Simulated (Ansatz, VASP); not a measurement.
**Two plane-wave programs on Ga4SbP3**

INCAR

```
ALGO = Normal ; EDIFF = 1E-6
ENCUT = 520 ; GGA = PE
ISIF = 2 ; ISMEAR = 0
LASPH = T ; LCHARG = T
LELF = T ; LREAL = F
LVHAR = T ; LWAVE = F
NBANDS = 46 ; NELM = 100
PREC = Accurate ; SIGMA = 0.01
```

KPOINTS

```
k-points
0
Gamma
  6 6 2
```

The input POSCAR:

```
Ga4SbP3
1.0
    4.0969079367      0.0000000000      0.0000000000
    0.0000000000      4.0969079367      0.0000000000
    0.0000000000      0.0000000000     11.5783560811
P Ga Sb
3 4 1
Direct
    0.0000000000      0.0000000000      0.2360203192
    0.5000000000      0.5000000000      0.0000000000
    0.0000000000      0.0000000000      0.7639796808
    0.0000000000      0.5000000000      0.1178257239
    0.5000000000      0.0000000000      0.8821742761
    0.0000000000      0.5000000000      0.6461190884
    0.5000000000      0.0000000000      0.3538809116
    0.5000000000      0.5000000000      0.5000000000
```

Input for Ansatz:

```yaml
crystal:
  lattice:
    - [4.0969079367, 0.0, 0.0]
    - [0.0, 4.0969079367, 0.0]
    - [0.0, 0.0, 11.5783560811]
  atoms:
    - { symbol: P, position: [0.0, 0.0, 0.2360203192] }
    - { symbol: Ga, position: [0.0, 0.5, 0.1178257239] }
    - { symbol: P, position: [0.5, 0.5, 0.0] }
    - { symbol: Ga, position: [0.5, 0.0, 0.8821742761] }
    - { symbol: P, position: [0.0, 0.0, 0.7639796808] }
    - { symbol: Ga, position: [0.0, 0.5, 0.6461190884] }
    - { symbol: Sb, position: [0.5, 0.5, 0.5] }
    - { symbol: Ga, position: [0.5, 0.0, 0.3538809116] }
kpoints:
  mp_grid: { grid: [6, 6, 2] }
hamiltonian:
  xc: pbe
scf:
  occupations: { method: fixed }
  n_extra_bands: 6
output:
  forces: true
  stress: true
  eigenvalues: true
```

Alike in both runs: task single point; functional PBE; k mesh 6 × 6 × 2; no spin polarisation.

|  | VASP | Ansatz |
| --- | --- | --- |
| version | VASP 6.6.1 | Ansatz 0.2.0 |
| potentials or method | VASP PAW PBE potentials, release 64 (P, Ga_d, Sb) | plane waves, PAW |
| plane-wave cutoff (eV) | 520 | 420 |
| occupations | gaussian, width 0.01 eV | fixed |
| valence electrons in the cell | 72 | 82 |

```tsv
	VASP	Ansatz	Ansatz less VASP
gap on the k mesh at the Fermi level (eV)	0.14	0.15	+0.006
pressure (GPa)	-3.4	-3.4	-0.03
rms of the force components (eV/Å)	0.016	0.018	+0.0015
```

VASP's potentials hold 72 valence electrons a cell and Ansatz's 82, so a difference there can come from the potentials and not from the codes.

Spin-orbit coupling is off throughout.
